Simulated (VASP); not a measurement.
A run of VASP 6.6.1:

File POSCAR:

```
SrO
1.0
    0.0000000000      2.4877905466      2.6332878515
    2.4877905466      0.0000000000      2.6332878515
    2.4877905466      2.4877905466      0.0000000000
Sr O
1 1
Direct
    0.5000000000      0.5000000000      0.5000000000
    0.0000000000      0.0000000000      0.0000000000
```

INCAR.step1

```
SYSTEM = SrO
PREC     = Accurate       ! precision mode
ENCUT    = 520            ! plane-wave cutoff, eV
ISMEAR   = 0              ! smearing method
SIGMA    = 0.01           ! smearing width, eV
LREAL    = .False.        ! projectors in reciprocal space
LASPH    = .True.         ! aspherical terms in the spheres
NELM     = 60             ! most SCF steps
NBANDS   = 15             ! bands
GGA      = PE             ! functional
ALGO     = Normal         ! electronic algorithm
EDIFF    = 1E-4           ! SCF threshold, eV
LWAVE    = .True.         ! write WAVECAR
LCHARG   = .False.        ! write CHGCAR
```

File INCAR.step2:

```
SYSTEM = SrO
PREC     = Accurate       ! precision mode
ENCUT    = 520            ! plane-wave cutoff, eV
EDIFF    = 1E-7           ! SCF threshold, eV
ISMEAR   = 0              ! smearing method
SIGMA    = 0.01           ! smearing width, eV
LREAL    = .False.        ! projectors in reciprocal space
LASPH    = .True.         ! aspherical terms in the spheres
NELM     = 60             ! most SCF steps
ALGO     = Normal         ! electronic algorithm
ISIF     = 2              ! what is computed and relaxed
LWAVE    = .False.        ! write WAVECAR
LCHARG   = .False.        ! write CHGCAR
METAGGA  = R2SCAN         ! meta-GGA
LMIXTAU  = .True.       
NBANDS   = 15             ! bands
ISTART   = 1
```

The input KPOINTS:

```
regular mesh
0
Gamma
  8 8 8
  0 0 0
```

Potentials or basis: VASP PAW PBE potentials, release 64 (Sr_sv, O).

Command:

```bash
$ cat potpaw_PBE.64/Sr_sv/POTCAR potpaw_PBE.64/O/POTCAR > POTCAR
$ cp INCAR.step1 INCAR
$ mpirun -np 1 vasp_std > vasp.out
$ cp INCAR.step2 INCAR
$ mpirun -np 1 vasp_std > vasp.out
```

Hardware: 1 thread of Intel Xeon 8259CL, on a shared host.

**Question.** Estimate the wall time of this run.

**Answer.** Run time: 4 min on 1 thread of Intel Xeon 8259CL, with other jobs on the host, peak memory 0.19 GiB. Counts: k points 59.
